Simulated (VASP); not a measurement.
# Mg2ZnO3 (P-3m1) in VASP: notebook

The runs below take Mg2ZnO3 through single point, with PBEsol.

All numbers are computed with VASP 6.6.1; they aren't measurements. Logs are shortened: lines on timing, memory, paths and dates and some standing lists are left out, and cuts for length are marked.

## 1. The cell of the first run

Symmetry: P-3m1, No. 164, trigonal system. Conventional cell: a = 3.033 Å, b = 3.033 Å, c = 7.403 Å, α = 90.00°, β = 90.00°, γ = 120.00°. Within 2.8 Å of Mg (site symmetry 3m) lie 6 O at 2.12 to 2.14 Å. Zn (site symmetry -3m) has 6 O at 2.17 Å within 2.9 Å. O (site symmetry 3m) has 3 Mg at 2.12 Å and 3 Zn at 2.17 Å within 2.8 Å. O (site symmetry -3m) has 6 Mg at 2.14 Å within 2.8 Å.

## 2. Single point, PBEsol

The input, INCAR:

```
PREC = Accurate
ENCUT = 520
EDIFF = 1E-6
ISMEAR = 0
SIGMA = 0.01
LREAL = False
LASPH = True
NELM = 60
ALGO = Normal
ISIF = 2
LWAVE = False
LCHARG = False
GGA = PS
NBANDS = 26
```

The input, KPOINTS:

```
regular mesh
0
Gamma
  8 8 3
```

The input, POSCAR:

```
Mg2ZnO3
1.0
    3.0329990000      0.0000000000      0.0000000000
   -1.5164990000      2.6266540000      0.0000000000
    0.0000000000      0.0000000000      7.4033160000
Mg Zn O
2 1 3
Direct
    0.3333333333      0.6666666667      0.6658000000
    0.6666666667      0.3333333333      0.3342000000
    0.0000000000      0.0000000000      0.0000000000
    0.3333333333      0.6666666667      0.1726190000
    0.6666666667      0.3333333333      0.8273810000
    0.0000000000      0.0000000000      0.5000000000
```

Potentials or basis: VASP PAW PBE potentials, release 64 (Mg, Zn, O).

Started as:

```console
> cat potpaw_PBE.64/Mg/POTCAR potpaw_PBE.64/Zn/POTCAR potpaw_PBE.64/O/POTCAR > POTCAR
> mpirun -np 1 vasp_std > vasp.out
```

OUTCAR:

```text
PREC = Accurate
   ENCUT = 520
   EDIFF = 1E-6
   ISMEAR = 0
   LREAL = False
   LASPH = True
   NELM = 60
   ISIF = 2
   GGA = PS

 ion  position               nearest neighbor table
   1  0.333  0.667  0.666-   5 2.12   5 2.12   5 2.12   6 2.14   6 2.14   6 2.14   2 3.02   2 3.02
                             2 3.02   3 3.03   3 3.03   3 3.03
   2  0.667  0.333  0.334-   4 2.12   4 2.12   4 2.12   6 2.14   6 2.14   6 2.14   1 3.02   1 3.02
                             1 3.02   3 3.03   3 3.03   3 3.03
   3  0.000  0.000  0.000-   4 2.17   5 2.17   4 2.17   5 2.17   5 2.17   4 2.17   1 3.03   2 3.03
                             1 3.03   2 3.03   1 3.03   2 3.03
   4  0.333  0.667  0.173-   2 2.12   2 2.12   2 2.12   3 2.17   3 2.17   3 2.17
   5  0.667  0.333  0.827-   1 2.12   1 2.12   1 2.12   3 2.17   3 2.17   3 2.17
   6  0.000  0.000  0.500-   1 2.14   2 2.14   1 2.14   2 2.14   2 2.14   1 2.14

  LATTYP: Found a hexagonal cell.
 ALAT       =     3.0329990000
 C/A-ratio  =     2.4409226643

  Lattice vectors:

 A1 = (   3.0329990000,   0.0000000000,   0.0000000000)
 A2 = (  -1.5164990000,   2.6266540000,   0.0000000000)
 A3 = (   0.0000000000,   0.0000000000,   7.4033160000)

Analysis of symmetry for initial positions (statically):
=====================================================================
 Subroutine PRICEL returns:
 Original cell was already a primitive cell.

 Routine SETGRP: Setting up the symmetry group for a
 hexagonal supercell.

 Subroutine GETGRP returns: Found 12 space group operations
 (whereof 12 operations were pure point group operations)
 out of a pool of 24 trial point group operations.

The static configuration has the point symmetry D_3d.

Analysis of symmetry for dynamics (positions and initial velocities):
=====================================================================
 Subroutine PRICEL returns:
 Original cell was already a primitive cell.

 Routine SETGRP: Setting up the symmetry group for a
 hexagonal supercell.

 Subroutine GETGRP returns: Found 12 space group operations
 (whereof 12 operations were pure point group operations)
 out of a pool of 24 trial point group operations.

The dynamic configuration has the point symmetry D_3d.

 Subroutine INISYM returns: Found 12 space group operations
 (whereof 12 operations are pure point group operations),
 and found     1 'primitive' translations

----------------------------------------------------------------------------------------

                                     Primitive cell

  volume of cell :      58.9795

  direct lattice vectors                    reciprocal lattice vectors
     3.032999000  0.000000000  0.000000000     0.329706670  0.190356185  0.000000000
    -1.516499000  2.626654000  0.000000000     0.000000000  0.380712496  0.000000000
     0.000000000  0.000000000  7.403316000     0.000000000  0.000000000  0.135074607

  length of vectors
     3.032999000  3.032998591  7.403316000     0.380712444  0.380712496  0.135074607

  position of ions in fractional coordinates (direct lattice)
     0.333333333  0.666666667  0.665800000
     0.666666667  0.333333333  0.334200000
     0.000000000  0.000000000  0.000000000
     0.333333333  0.666666667  0.172619000
     0.666666667  0.333333333  0.827381000
     0.000000000  0.000000000  0.500000000

  ion indices of the primitive-cell ions
   primitive index   ion index
                 1           1
                 2           2
                 3           3
                 4           4
                 5           5
                 6           6

----------------------------------------------------------------------------------------

 KPOINTS: regular mesh

Automatic generation of k-mesh.
 Grid dimensions read from file:
 generate k-points for:    8    8    3

 Generating k-lattice:

  Cartesian coordinates                     Fractional coordinates (reciprocal lattice)
     0.041213334  0.023794523  0.000000000     0.125000000  0.000000000  0.000000000
     0.000000000  0.047589062  0.000000000     0.000000000  0.125000000  0.000000000
     0.000000000  0.000000000  0.045024869     0.000000000  0.000000000  0.333333333

  Length of vectors
     0.047589056  0.047589062  0.045024869

  Shift w.r.t. Gamma in fractional coordinates (k-lattice)
     0.000000000  0.000000000  0.000000000

 Subroutine IBZKPT returns following result:
 ===========================================

 Found     25 irreducible k-points:

 Following reciprocal coordinates:
            Coordinates               Weight
  0.000000  0.000000  0.000000      1.000000
  0.125000  0.000000  0.000000      6.000000
  0.250000  0.000000  0.000000      6.000000
  0.375000  0.000000  0.000000      6.000000
  0.500000  0.000000  0.000000      3.000000
  0.125000  0.125000  0.000000      6.000000
[... 16 lines left out ...]
 -0.125000  0.500000  0.333333     12.000000
  0.250000  0.250000  0.333333     12.000000
   k-points           NKPTS =     25   k-points in BZ     NKDIM =     25   number of bands    NBANDS=     26
   number of dos      NEDOS =    301   number of ions     NIONS =      6
   total plane-waves  NPLWV =  32256
   dimension x,y,z NGX =    24 NGY =   24 NGZ =   56
   dimension x,y,z NGXF=    48 NGYF=   48 NGZF=  112
   ions per type =               2   1   3
   NGX,Y,Z   is equivalent  to a cutoff of  13.15, 13.15, 12.58 a.u.
   NGXF,Y,Z  is equivalent  to a cutoff of  26.31, 26.31, 25.15 a.u.
 SYSTEM =  unknown system
   PREC   = accura    normal or accurate (medium, high low for compatibility)
   ISTART =      0    job   : 0-new  1-cont  2-samecut
   ICHARG =      2    charge: 1-file 2-atom 10-const
   ISPIN  =      1    spin polarized calculation?
   LNONCOLLINEAR =      F non collinear calculations
   LSORBIT =      F    spin-orbit coupling
   LASPH  =      T    aspherical Exc in radial PAW
   ENCUT  =  520.0 eV  38.22 Ry    6.18 a.u.   5.64  5.64 13.77*2*pi/ulx,y,z
   NELM   =     60;   NELMIN=  2; NELMDL= -5     # of ELM steps
   EDIFF  = 0.1E-05   stopping-criterion for ELM
   LREAL  =      F    real-space projection
   EDIFFG = 0.1E-04   stopping-criterion for IOM
   NSW    =      0    number of steps for IOM
   IBRION =     -1    ionic relax: 0-MD 1-quasi-New 2-CG
   NFREE  =      0    steps in history (QN), initial steepest desc. (CG)
   ISIF   =      2    stress and relaxation
   ISYM   =      2    0-nonsym 1-usesym 2-fastsym
   POTIM  = 0.5000    time-step for ionic-motion
   TEBEG  =    0.0;   TEEND  =   0.0 temperature during run
   PSTRESS=    0.0 pullay stress
   NELECT =      34.0000    total number of electrons
   NUPDOWN=      -1.0000    fix difference up-down
   EMIN   =  10.00;   EMAX   =-10.00  energy-range for DOS
   EFERMI =   0.00;   METHOD = LEGACY
   ISMEAR =     0;   SIGMA  =   0.01  broadening in eV -4-tet -1-fermi 0-gaus
   EFERMI_NEDOS =   21; number of points for ismear=-14 and -15
   IALGO  =     38    algorithm
   IMIX   =      4    mixing-type and parameters
     AMIX     =   0.40;   BMIX     =  1.00
     AMIX_MAG =   1.60;   BMIX_MAG =  1.00
  volume/ion in A,a.u.               =       9.83        66.34
  Fermi-wavevector in a.u.,A,eV,Ry     =   1.362492  2.574737 25.257648  1.856385
  Thomas-Fermi vector in A             =   2.488977
   LORBIT       =      0    0 simple, 1 ext, 2 COOP (PROOUT), +10 PAW based schemes
   GGA     = PS    functional components
   LHFCALC =     F    Hartree Fock is set to
   AEXX    =    0.0000 exact exchange contribution
   IVDW    =     0    specifies the selected vdW correction
   LEPSILON=     F    determine dielectric tensor
   LRPA    =     F    only Hartree local field effects (RPA)
 non-spin polarized calculation
 Gauss-broadening in eV      SIGMA  =   0.01
  energy-cutoff  :      520.00
  volume of cell :       58.98
 maximum number of plane-waves:      1606
 NGX is ok and might be reduce to    24
   NGX = 11   NGY = 11   NGZ = 27

 number of electron      34.0000021 magnetization

 Free energy of the ion-electron system (eV)
  ---------------------------------------------------
  ext. energy  EPLUGINS =         0.00000000
  ---------------------------------------------------
  free energy    TOTEN  =       -34.48577009 eV

  energy without entropy =      -34.48577009  energy(sigma->0) =      -34.48577009

 E-fermi :   2.7617     XC(G=0): -11.5547

 val. band max:        2.6480969525   @ k =   0.0000   0.0000   0.3333
 cond. band min:       5.4511135127   @ k =   0.0000   0.0000   0.0000
 fundamental gap:      2.8030165602
 Fermi energy:         2.7617062466

 k-point     1 :       0.0000    0.0000    0.0000
  band No.  band energies     occupation
      1     -14.8465      2.00000
      2     -14.0223      2.00000
      3     -13.7969      2.00000
      4      -2.8623      2.00000
      5      -2.0304      2.00000
      6      -2.0304      2.00000
[... 18 lines left out ...]
     25      18.0757      0.00000
     26      18.0757      0.00000

 k-point     2 :       0.1250    0.0000    0.0000
  band No.  band energies     occupation
      1     -14.7053      2.00000
      2     -13.9462      2.00000
      3     -13.7147      2.00000
      4      -2.7072      2.00000
      5      -2.2242      2.00000
      6      -1.9798      2.00000
[... 18 lines left out ...]
     25      17.1124      0.00000
     26      17.1876      0.00000

 k-point     3 :       0.2500    0.0000    0.0000
  band No.  band energies     occupation
      1     -14.3323      2.00000
      2     -13.7597      2.00000
      3     -13.5135      2.00000
      4      -2.5146      2.00000
      5      -2.2710      2.00000
      6      -1.9135      2.00000
[... 572 lines left out ...]
 k-point    23 :      -0.1250    0.5000    0.3333
  band No.  band energies     occupation
      1     -13.6300      2.00000
      2     -13.5622      2.00000
      3     -13.2330      2.00000
      4      -2.9851      2.00000
      5      -2.2701      2.00000
      6      -2.0566      2.00000
[... 18 lines left out ...]
     25      14.8907      0.00000
     26      15.6339      0.00000

 k-point    24 :       0.2500    0.2500    0.3333
  band No.  band energies     occupation
      1     -13.6639      2.00000
      2     -13.5452      2.00000
      3     -13.2231      2.00000
      4      -2.5916      2.00000
      5      -2.3700      2.00000
      6      -1.9546      2.00000
[... 18 lines left out ...]
     25      14.7094      0.00000
     26      15.3716      0.00000

 [... further k-points ...]
[... 5 lines left out ...]
  --------------------------------------------------------------------------------------
  -------------------------------------------------------------------------------------
  Total       -2.1356259     -2.1356256     -2.1756253     -0.0000004      0.0000000     -0.0000000
  in kB      -58.0142047    -58.0141966    -59.1007872     -0.0000110      0.0000000     -0.0000000
  external PRESSURE =     -58.3763961 kB  Pullay stress =       0.0000000 kB

 VOLUME and BASIS-vectors are now :
 -----------------------------------------------------------------------------
  energy-cutoff  :      520.00
  volume of cell :       58.98
      direct lattice vectors                 reciprocal lattice vectors
     3.032999000  0.000000000  0.000000000     0.329706670  0.190356185  0.000000000
    -1.516499000  2.626654000  0.000000000     0.000000000  0.380712496  0.000000000
     0.000000000  0.000000000  7.403316000     0.000000000  0.000000000  0.135074607

 POSITION                                       TOTAL-FORCE (eV/Angst)
 -----------------------------------------------------------------------------------
      0.00000      1.75110      4.92913         0.000000      0.000000      0.012848
      1.51650      0.87555      2.47419         0.000000      0.000000     -0.012848
      0.00000      0.00000      0.00000         0.000000      0.000000      0.000000
      0.00000      1.75110      1.27795         0.000000     -0.000000     -0.102590
      1.51650      0.87555      6.12536        -0.000000      0.000000      0.102590
      0.00000      0.00000      3.70166         0.000000      0.000000      0.000000
 -----------------------------------------------------------------------------------
    total drift:                               -0.000000      0.000000      0.000000

  FREE ENERGIE OF THE ION-ELECTRON SYSTEM (eV)
  ---------------------------------------------------
  free  energy   TOTEN  =       -34.4857700890 eV

  energy  without entropy=      -34.4857700890  energy(sigma->0) =      -34.48577009
```

It took 34 s on 1 thread of Intel Xeon Platinum 8488C (Sapphire Rapids), shared host; peak memory 0.19 GiB.

What came out:

| Quantity | Value |
| --- | --- |
| Free energy | -34.4858 eV |
| Pressure | -5.8 GPa |
| Largest force | 0.103 eV/Å |
| Band gap on the k mesh | 2.80 eV, indirect (least direct gap 2.87 eV) |

Forces in eV/Å, atoms in the order of the input:
```
Mg   0.000  0.000  0.013
Mg   0.000  0.000 -0.013
Zn   0.000  0.000  0.000
O    0.000  0.000 -0.103
O    0.000  0.000  0.103
O    0.000  0.000  0.000
```

Levels at points of the mesh, in eV from the valence-band top:
```
           k point  band 15  band 16  band 17  band 18  band 19  band 20
(0.00, 0.00, 0.00)    -0.42    -0.07    -0.07     2.80     6.21     6.50
(0.50, 0.00, 0.00)    -1.15    -0.72    -0.35     6.35     7.31     8.46
```

Caveat: the PAW data sets were made with another functional, which shifts forces and pressure a little. A k mesh can miss the band edges.

## 3. Single point, PBEsol

The input, INCAR:

```
SYSTEM = Mg2ZnO3
PREC     = Accurate       ! precision mode
ENCUT    = 520            ! plane-wave cutoff, eV
EDIFF    = 1E-6           ! SCF threshold, eV
ISMEAR   = 0              ! smearing method
SIGMA    = 0.01           ! smearing width, eV
LREAL    = .False.        ! projectors in reciprocal space
LASPH    = .True.         ! aspherical terms in the spheres
NELM     = 80             ! most SCF steps
ALGO     = Normal         ! electronic algorithm
ISIF     = 2              ! what is computed and relaxed
LWAVE    = .False.        ! write WAVECAR
LCHARG   = .False.        ! write CHGCAR
GGA      = PS             ! functional
NBANDS   = 26             ! bands
```

The input, KPOINTS:

```
regular mesh
0
Gamma
  10 10 4
  0 0 0
```

POSCAR is that of step 2.

Potentials or basis: VASP PAW PBE potentials, release 64 (Mg, Zn, O).

Started as:

```console
> cat potpaw_PBE.64/Mg/POTCAR potpaw_PBE.64/Zn/POTCAR potpaw_PBE.64/O/POTCAR > POTCAR
> mpirun -np 1 vasp_std > vasp.out
```

It took 56 s on 1 thread of Intel Xeon Platinum 8488C (Sapphire Rapids), shared host; peak memory 0.22 GiB.

It converged, with:

```
Free energy            : -34.4859 eV
Pressure               : -5.8 GPa
Largest force          : 0.103 eV/Å
Band gap on the k mesh : 2.79 eV, indirect (least direct gap 2.87 eV)
```

Forces in eV/Å, atoms in the order of the input:
```
Mg   0.000  0.000  0.013
Mg   0.000  0.000 -0.013
Zn   0.000  0.000  0.000
O    0.000  0.000 -0.103
O    0.000  0.000  0.103
O    0.000  0.000  0.000
```

Stress tensor (GPa, compression positive):
```
-5.80  0.00  0.00
 0.00 -5.80  0.00
 0.00  0.00 -5.91
```

Levels at points of the mesh, in eV from the valence-band top:
```
           k point  band 13  band 14  band 15  band 16  band 17  band 18  band 19  band 20  band 21  band 22
(0.00, 0.00, 0.00)    -0.47    -0.44    -0.44    -0.09    -0.09     2.79     6.19     6.48    11.10    11.67
(0.50, 0.00, 0.00)    -1.86    -1.66    -1.17    -0.74    -0.37     6.33     7.29     8.44     9.51    10.90
(0.00, 0.00, 0.50)    -0.75    -0.71    -0.71     0.00     0.00     3.90     5.09     6.72    11.27    12.81
(0.50, 0.00, 0.50)    -1.92    -1.76    -1.34    -0.29    -0.25     6.55     6.56     8.89    10.12    10.62
```

Caveat: the PAW data sets were made with another functional, which shifts forces and pressure a little. A k mesh can miss the band edges.
